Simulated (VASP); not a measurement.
C: single point with PBE

Crystal: C.

```xyz
8
Lattice="3.4734 0.0000 0.0000 0.0000 3.4734 0.0000 0.0000 0.0000 4.2901" Properties=species:S:1:pos:R:3 pbc="T T T"
C     2.7160    1.7367    0.7761
C     1.7367    2.7160    2.9211
C     1.7367    0.7574    2.9211
C     2.7160    1.7367    3.5140
C     0.7574    1.7367    3.5140
C     0.7574    1.7367    0.7761
C     1.7367    2.7160    1.3689
C     1.7367    0.7574    1.3689
```

```yaml
Program: VASP 6.6.1
Task: single point
Functional: PBE
Potentials_or_basis: VASP PAW PBE potentials, release 64 (C)
Cutoff: 520 eV
k_mesh: 6 × 6 × 4
Occupations: gaussian, width 0.1 eV
Spin: no spin polarisation
```

```json
{
 "Pressure": "28.0 GPa",
 "Largest force": "1.308 eV/Å",
 "Band gap on the k mesh": "1.87 eV, indirect (least direct gap 2.26 eV)"
}
```

Forces in eV/Å, atoms in the order of the input:
```
C    1.308  0.000  0.030
C    0.000  1.308  0.030
C    0.000 -1.308  0.030
C    1.308  0.000 -0.030
C   -1.308  0.000 -0.030
C   -1.308  0.000  0.030
C    0.000  1.308 -0.030
C    0.000 -1.308 -0.030
```

Stress tensor (GPa, compression positive):
```
33.81  0.00  0.00
 0.00 33.81  0.00
 0.00  0.00 16.47
```

Levels at points of the mesh, in eV from the valence-band top:
| k point | band 14 | band 15 | band 16 | band 17 | band 18 | band 19 |
| --- | --- | --- | --- | --- | --- | --- |
| (0.00, 0.00, 0.00) | -3.51 | -3.21 | 0.00 | 5.67 | 6.34 | 6.34 |
| (0.50, 0.00, 0.00) | -2.41 | -1.94 | -1.33 | 3.87 | 6.00 | 6.18 |
| (0.50, 0.50, 0.00) | -0.53 | -0.39 | -0.39 | 1.87 | 6.73 | 6.84 |
| (0.00, 0.00, 0.50) | -1.96 | -1.91 | -1.91 | 6.22 | 6.22 | 6.53 |
| (0.50, 0.00, 0.50) | -3.19 | -2.03 | -1.30 | 5.17 | 5.78 | 6.44 |
| (0.50, 0.50, 0.50) | -1.80 | -1.68 | -1.68 | 6.46 | 6.46 | 6.92 |

Wall time 29 s on 1 thread of Intel Xeon 6975P-C, with other jobs on the host, peak memory 0.17 GiB.

Caveat: forces of over 1 eV/Å act on the atoms, so gaps and moduli don't describe the material at rest. A k mesh can miss the band edges.
